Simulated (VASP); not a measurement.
# Ni (Fm-3m) in VASP: relaxation of cell and atoms with PBE

Aim: the relaxation of cell and atoms of Ni with PBE.

All numbers are computed with VASP 6.6.1; they aren't measurements. Logs are shortened: lines on timing, memory, paths and dates and some standing lists are left out, and cuts for length are marked.

**1. The cell of the first run**

The structure is cubic, space group Fm-3m (No. 225). Conventional cell: a = 3.520 Å, b = 3.520 Å, c = 3.520 Å, α = 90.00°, β = 90.00°, γ = 90.00°. Ni (site symmetry m-3m) has 12 Ni at 2.49 Å within 3.3 Å.

**2. Relaxation of cell and atoms, PBE, collinear spin, ferromagnetic start**

File INCAR:

```
SYSTEM = Ni
ALGO     = Fast           ! electronic algorithm
EDIFF    = 1E-6           ! SCF threshold, eV
EDIFFG   = -0.005         ! ionic threshold
ENCUT    = 600            ! plane-wave cutoff, eV
GGA      = PE             ! functional
IBRION   = 2              ! ionic algorithm
ISIF     = 3              ! what is computed and relaxed
ISMEAR   = 0              ! smearing method
ISPIN    = 2              ! spin polarisation
LASPH    = .True.         ! aspherical terms in the spheres
LCHARG   = .False.        ! write CHGCAR
LMAXMIX  = 4              ! l up to which the mixer works
LORBIT   = 11             ! projections on sites
LREAL    = .False.        ! projectors in reciprocal space
LWAVE    = .False.        ! write WAVECAR
MAGMOM   = 0.84           ! initial moments
NELM     = 150            ! most SCF steps
NSW      = 100            ! ionic steps
PREC     = Accurate       ! precision mode
SIGMA    = 0.1            ! smearing width, eV
```

File KPOINTS:

```
k-points
0
Gamma
  20 20 20
  0 0 0
```

File POSCAR:

```
Ni
1.0
    0.0000000000      1.7599725576      1.7599725576
    1.7599725576      0.0000000000      1.7599725576
    1.7599725576      1.7599725576      0.0000000000
Ni
1
Direct
    0.0000000000      0.0000000000      0.0000000000
```

Potentials or basis: VASP PAW PBE potentials, release 64 (Ni).

The run is started by

```sh
$ cat potpaw_PBE.64/Ni/POTCAR > POTCAR
$ mpirun -np 1 vasp_std > vasp.out
```

OUTCAR:

```text
SYSTEM = Ni
   EDIFF = 1E-6
   EDIFFG = -0.005
   ENCUT = 600
   GGA = PE
   IBRION = 2
   ISIF = 3
   ISMEAR = 0
   ISPIN = 2
   LASPH = .True.
   LORBIT = 11
   LREAL = .False.
   NELM = 150
   NSW = 100
   PREC = Accurate

 ion  position               nearest neighbor table
   1  0.000  0.000  0.000-

  LATTYP: Found a face centered cubic cell.
 ALAT       =     3.5199451152

  Lattice vectors:

 A1 = (   0.0000000000,   1.7599725576,   1.7599725576)
 A2 = (   1.7599725576,   0.0000000000,   1.7599725576)
 A3 = (   1.7599725576,   1.7599725576,   0.0000000000)

Analysis of symmetry for initial positions (statically):
=====================================================================
 Subroutine PRICEL returns:
 Original cell was already a primitive cell.

 Routine SETGRP: Setting up the symmetry group for a
 face centered cubic supercell.

 Subroutine GETGRP returns: Found 48 space group operations
 (whereof 48 operations were pure point group operations)
 out of a pool of 48 trial point group operations.

The static configuration has the point symmetry O_h .

Analysis of symmetry for dynamics (positions and initial velocities):
=====================================================================
 Subroutine PRICEL returns:
 Original cell was already a primitive cell.

 Routine SETGRP: Setting up the symmetry group for a
 face centered cubic supercell.

 Subroutine GETGRP returns: Found 48 space group operations
 (whereof 48 operations were pure point group operations)
 out of a pool of 48 trial point group operations.

The dynamic configuration has the point symmetry O_h .

Analysis of structural, dynamic, and magnetic symmetry:
=====================================================================
 Subroutine PRICEL returns:
 Original cell was already a primitive cell.

 Routine SETGRP: Setting up the symmetry group for a
 face centered cubic supercell.

 Subroutine GETGRP returns: Found 48 space group operations
 (whereof 48 operations were pure point group operations)
 out of a pool of 48 trial point group operations.

The overall configuration has the point symmetry O_h .

 Subroutine INISYM returns: Found 48 space group operations
 (whereof 48 operations are pure point group operations),
 and found     1 'primitive' translations

----------------------------------------------------------------------------------------

                                     Primitive cell

  volume of cell :      10.9030

  direct lattice vectors                    reciprocal lattice vectors
     0.000000000  1.759972558  1.759972558    -0.284095339  0.284095339  0.284095339
     1.759972558  0.000000000  1.759972558     0.284095339 -0.284095339  0.284095339
     1.759972558  1.759972558  0.000000000     0.284095339  0.284095339 -0.284095339

  length of vectors
     2.488977060  2.488977060  2.488977060     0.492067561  0.492067561  0.492067561

  position of ions in fractional coordinates (direct lattice)
     0.000000000  0.000000000  0.000000000

  ion indices of the primitive-cell ions
   primitive index   ion index
                 1           1

----------------------------------------------------------------------------------------

 KPOINTS: k-points

Automatic generation of k-mesh.
 Grid dimensions read from file:
 generate k-points for:   20   20   20

 Generating k-lattice:

  Cartesian coordinates                     Fractional coordinates (reciprocal lattice)
    -0.014204767  0.014204767  0.014204767     0.050000000  0.000000000  0.000000000
     0.014204767 -0.014204767  0.014204767     0.000000000  0.050000000  0.000000000
     0.014204767  0.014204767 -0.014204767     0.000000000  0.000000000  0.050000000

  Length of vectors
     0.024603378  0.024603378  0.024603378

  Shift w.r.t. Gamma in fractional coordinates (k-lattice)
     0.000000000  0.000000000  0.000000000

 Subroutine IBZKPT returns following result:
 ===========================================

 Found    256 irreducible k-points:

 Following reciprocal coordinates:
            Coordinates               Weight
  0.000000  0.000000  0.000000      1.000000
  0.050000  0.000000  0.000000      8.000000
  0.100000  0.000000  0.000000      8.000000
  0.150000  0.000000  0.000000      8.000000
  0.200000  0.000000  0.000000      8.000000
  0.250000  0.000000  0.000000      8.000000
[... 16 lines left out ...]
 -0.400000  0.050000  0.000000     24.000000
 -0.350000  0.050000  0.000000     24.000000
 [... further k-points ...]
   k-points           NKPTS =    256   k-points in BZ     NKDIM =    256   number of bands    NBANDS=      9
   number of dos      NEDOS =    301   number of ions     NIONS =      1
   total plane-waves  NPLWV =   8000
   dimension x,y,z NGX =    20 NGY =   20 NGZ =   20
   dimension x,y,z NGXF=    40 NGYF=   40 NGZF=   40
   ions per type =               1
   NGX,Y,Z   is equivalent  to a cutoff of  13.36, 13.36, 13.36 a.u.
   NGXF,Y,Z  is equivalent  to a cutoff of  26.72, 26.72, 26.72 a.u.
 SYSTEM =  Ni
   PREC   = accura    normal or accurate (medium, high low for compatibility)
   ISTART =      0    job   : 0-new  1-cont  2-samecut
   ICHARG =      2    charge: 1-file 2-atom 10-const
   ISPIN  =      2    spin polarized calculation?
   LNONCOLLINEAR =      F non collinear calculations
   LSORBIT =      F    spin-orbit coupling
   LASPH  =      T    aspherical Exc in radial PAW
   ENCUT  =  600.0 eV  44.10 Ry    6.64 a.u.   4.97  4.97  4.97*2*pi/ulx,y,z
   NELM   =    150;   NELMIN=  2; NELMDL= -5     # of ELM steps
   EDIFF  = 0.1E-05   stopping-criterion for ELM
   LREAL  =      F    real-space projection
   EDIFFG = -.5E-02   stopping-criterion for IOM
   NSW    =    100    number of steps for IOM
   IBRION =      2    ionic relax: 0-MD 1-quasi-New 2-CG
   NFREE  =      1    steps in history (QN), initial steepest desc. (CG)
   ISIF   =      3    stress and relaxation
   ISYM   =      2    0-nonsym 1-usesym 2-fastsym
   POTIM  = 0.5000    time-step for ionic-motion
   TEBEG  =    0.0;   TEEND  =   0.0 temperature during run
   PSTRESS=    0.0 pullay stress
   NELECT =      10.0000    total number of electrons
   NUPDOWN=      -1.0000    fix difference up-down
   EMIN   =  10.00;   EMAX   =-10.00  energy-range for DOS
   EFERMI =   0.00;   METHOD = LEGACY
   ISMEAR =     0;   SIGMA  =   0.10  broadening in eV -4-tet -1-fermi 0-gaus
   EFERMI_NEDOS =   21; number of points for ismear=-14 and -15
   IALGO  =     68    algorithm
   IMIX   =      4    mixing-type and parameters
     AMIX     =   0.40;   BMIX     =  1.00
     AMIX_MAG =   1.60;   BMIX_MAG =  1.00
  volume/ion in A,a.u.               =      10.90        73.58
  Fermi-wavevector in a.u.,A,eV,Ry     =   1.590593  3.005784 34.422530  2.529985
  Thomas-Fermi vector in A             =   2.689264
   LORBIT       =     11    0 simple, 1 ext, 2 COOP (PROOUT), +10 PAW based schemes
   GGA     = PE    functional components
   LHFCALC =     F    Hartree Fock is set to
   AEXX    =    0.0000 exact exchange contribution
   IVDW    =     0    specifies the selected vdW correction
   LEPSILON=     F    determine dielectric tensor
   LRPA    =     F    only Hartree local field effects (RPA)
 conjugate gradient relaxation of ions
 spin polarized calculation
 RMM-DIIS sequential band-by-band and
 Gauss-broadening in eV      SIGMA  =   0.10
  energy-cutoff  :      600.00
  volume of cell :       10.90
 maximum number of plane-waves:       380
   NGX =  9   NGY =  9   NGZ =  9

--------------------------------------- Ionic step        1  -------------------------------------------

 number of electron      10.0000009 magnetization       0.6283273

 Free energy of the ion-electron system (eV)
  ---------------------------------------------------
  ext. energy  EPLUGINS =         0.00000000
  ---------------------------------------------------
  free energy    TOTEN  =        -5.47482630 eV

  energy without entropy =       -5.46603989  energy(sigma->0) =       -5.47043310

------------------------ aborting loop because EDIFF is reached ----------------------------------------

  FORCE on cell =-STRESS in cart. coord.  units (eV):
  Direction    XX          YY          ZZ          XY          YZ          ZX
  --------------------------------------------------------------------------------------
  -------------------------------------------------------------------------------------
  Total       -0.0306304     -0.0306304     -0.0306304      0.0000000      0.0000000      0.0000000
  in kB       -4.5010609     -4.5010609     -4.5010609      0.0000000      0.0000000      0.0000000
  external PRESSURE =      -4.5010609 kB  Pullay stress =       0.0000000 kB
[... 125 lines left out ...]
  energy  without entropy=       -5.4660818700  energy(sigma->0) =       -5.47046661

--------------------------------------- Ionic step        5  -------------------------------------------

 number of electron      10.0000009 magnetization       0.6283262

 Free energy of the ion-electron system (eV)
  ---------------------------------------------------
  ext. energy  EPLUGINS =         0.00000000
  ---------------------------------------------------
  free energy    TOTEN  =        -5.47485211 eV

  energy without entropy =       -5.46608442  energy(sigma->0) =       -5.47046826

 E-fermi :   9.3733     XC(G=0): -13.2538

 val. band max:        9.3726900441   @ k =  -0.4500   0.5000   0.0500
 cond. band min:       9.3733692439   @ k =   0.4000   0.0000   0.0000
 fundamental gap:      0.0006791998
 Fermi energy:         9.3733098307

 spin component 1

 k-point     1 :       0.0000    0.0000    0.0000
  band No.  band energies     occupation
      1       0.3643      1.00000
      2       6.9343      1.00000
      3       6.9343      1.00000
      4       6.9343      1.00000
      5       8.1127      1.00000
      6       8.1127      1.00000
      7      33.0942      0.00000
      8      36.9520      0.00000
      9      36.9520      0.00000
[... 265 lines left out ...]
 k-point    24 :      -0.3500    0.0500    0.0000
  band No.  band energies     occupation
      1       4.1909      1.00000
      2       7.0222      1.00000
      3       7.0770      1.00000
      4       7.1980      1.00000
      5       8.4422      1.00000
      6       8.7920      1.00000
      7      18.5101      0.00000
      8      31.0540      0.00000
      9      33.4197      0.00000

 [... further k-points ...]

 spin component 2

 k-point     1 :       0.0000    0.0000    0.0000
  band No.  band energies     occupation
      1       0.3284      1.00000
      2       7.6919      1.00000
      3       7.6919      1.00000
      4       7.6919      1.00000
      5       8.6990      1.00000
      6       8.6990      1.00000
      7      32.9298      0.00000
      8      36.9321      0.00000
      9      36.9321      0.00000
[... 304 lines left out ...]
  FREE ENERGIE OF THE ION-ELECTRON SYSTEM (eV)
  ---------------------------------------------------
  free  energy   TOTEN  =        -5.4748521125 eV

  energy  without entropy=       -5.4660844170  energy(sigma->0) =       -5.47046826

 reached required accuracy - stopping structural energy minimisation

 total charge

# of ion       s       p       d       tot
------------------------------------------
    1        0.498   0.498   8.314   9.309

 magnetization (x)

# of ion       s       p       d       tot
------------------------------------------
    1       -0.007  -0.025   0.672   0.640
```

Run time: 3.2 min. Hardware: 1 thread of Intel Xeon 8259CL, shared host; peak memory 0.18 GiB.

Results:

* Free energy: -5.4749 eV
* Relaxed volume: 10.88 Å³/atom
* Relaxed cell: a = 2.487 Å, b = 2.487 Å, c = 2.487 Å, α = 60.00°, β = 60.00°, γ = 60.00°
* Space group after relaxing (to 0.1 Å): Fm-3m (No. 225)
* Energy gained by relaxing: 0.0 meV/atom
* Ionic steps: 5
* Pressure after relaxing: 0.1 GPa
* Net moment: 0.63 μB per cell
* Site moments: Ni +0.64 μB
* Valence electrons inside the program's atomic spheres: Ni 9.31

Final structure:
```
CELL_PARAMETERS angstrom
0.00000 1.75890 1.75890
1.75890 0.00000 1.75890
1.75890 1.75890 0.00000
ATOMIC_POSITIONS crystal
Ni 0.00000 0.00000 0.00000
```

Levels at points of the mesh, in eV from the Fermi level:
Spin up:
| k point | band 1 | band 2 | band 3 | band 4 | band 5 | band 6 | band 7 | band 8 | band 9 |
| --- | --- | --- | --- | --- | --- | --- | --- | --- | --- |
| (0.00, 0.00, 0.00) | -9.01 | -2.44 | -2.44 | -2.44 | -1.26 | -1.26 | 23.72 | 27.58 | 27.58 |
| (0.50, 0.00, 0.00) | -4.84 | -2.42 | -2.42 | -0.61 | -0.61 | -0.29 | 5.66 | 22.21 | 24.67 |
| (0.50, 0.50, 0.00) | -4.65 | -4.20 | -0.55 | -0.48 | -0.48 | 2.45 | 9.21 | 14.82 | 14.82 |
Spin down:
| k point | band 3 | band 4 | band 5 | band 6 | band 7 | band 8 |
| --- | --- | --- | --- | --- | --- | --- |
| (0.00, 0.00, 0.00) | -1.68 | -1.68 | -0.67 | -0.67 | 23.56 | 27.56 |
| (0.50, 0.00, 0.00) | -1.80 | -0.36 | 0.15 | 0.15 | 6.08 | 22.07 |
| (0.50, 0.50, 0.00) | 0.06 | 0.39 | 0.39 | 2.40 | 9.46 | 14.83 |
